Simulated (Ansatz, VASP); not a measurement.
**One calculation of Hf, two programs**

The input INCAR:

```
SYSTEM = Hf
ALGO     = Fast           ! electronic algorithm
EDIFF    = 1E-7           ! SCF threshold, eV
ENCUT    = 520            ! plane-wave cutoff, eV
GGA      = PS             ! functional
ISIF     = 2              ! what is computed and relaxed
ISMEAR   = -1             ! smearing method
LASPH    = .True.         ! aspherical terms in the spheres
LCHARG   = .True.         ! write CHGCAR
LELF     = .True.         ! ELF
LREAL    = .False.        ! projectors in reciprocal space
LVHAR    = .True.       
LWAVE    = .False.        ! write WAVECAR
NBANDS   = 17             ! bands
NELM     = 60             ! most SCF steps
PREC     = Accurate       ! precision mode
SIGMA    = 0.05           ! smearing width, eV
```

KPOINTS

```
k-points
0
Gamma
  10 10 5
  0 0 0
```

File POSCAR:

```
Hf
1.0
    3.1967000000      0.0000000000      0.0000000000
   -1.5983500000      2.7684234083      0.0000000000
    0.0000000000      0.0000000000      5.0578000000
Hf
2
Direct
    0.6707990000      0.3463000000      0.7545060000
    0.3256540000      0.6728700000      0.2466750000
```

File input.yaml:

```yaml
crystal:
  lattice:
    - [3.1967, 0.0, 0.0]
    - [-1.59835, 2.7684234083, 0.0]
    - [0.0, 0.0, 5.0578]
  atoms:
    - { symbol: Hf, position: [0.670799, 0.3463, 0.754506] }
    - { symbol: Hf, position: [0.325654, 0.67287, 0.246675] }
kpoints:
  mp_grid: { grid: [10, 10, 5] }
scf:
  occupations: { method: fermi_dirac, width: 0.05 }
hamiltonian:
  xc: pbesol
  pseudopotentials: { kind: all_electron, lapw: { basis_error: 0.001 } }
output:
  forces: true
  stress: true
  eigenvalues: true
  populations: true
```

Change from the starting cell: atoms moved at random, drawn with an rms of 0.05 Å.

Alike in both runs: task single point; functional PBEsol; k mesh 10 × 10 × 5; occupations fermi-dirac, width 0.05 eV; no spin polarisation.

|  | VASP | Ansatz |
| --- | --- | --- |
| version | VASP 6.6.1 | Ansatz 0.2.0 |
| potentials or method | VASP PAW PBE potentials, release 64 (Hf_pv), cutoff 520 eV | all-electron LAPW, scalar-relativistic |

Ansatz gave:

```
gap on the k mesh at the Fermi level (eV)                     : none
pressure (GPa)                                                : -3.8
traceless stress, the component that is largest in VASP (GPa) : 0.25
rms of the force components (eV/Å)                            : 0.084
```

Problem. What did VASP give for the same quantities?

Solution. gap on the k mesh at the Fermi level (eV): none; pressure (GPa): -4.2; traceless stress, the component that is largest in VASP (GPa): 0.28; rms of the force components (eV/Å): 0.081.

VASP's potentials were made for PBE, not for PBEsol. Atom by atom the forces differ by 0.003 eV/Å (rms over components). A gap of «none» marks a metal or a gap that the smearing closes. Ansatz ran all-electron here, and VASP with PAW potentials.

Neither program's run includes spin-orbit coupling.
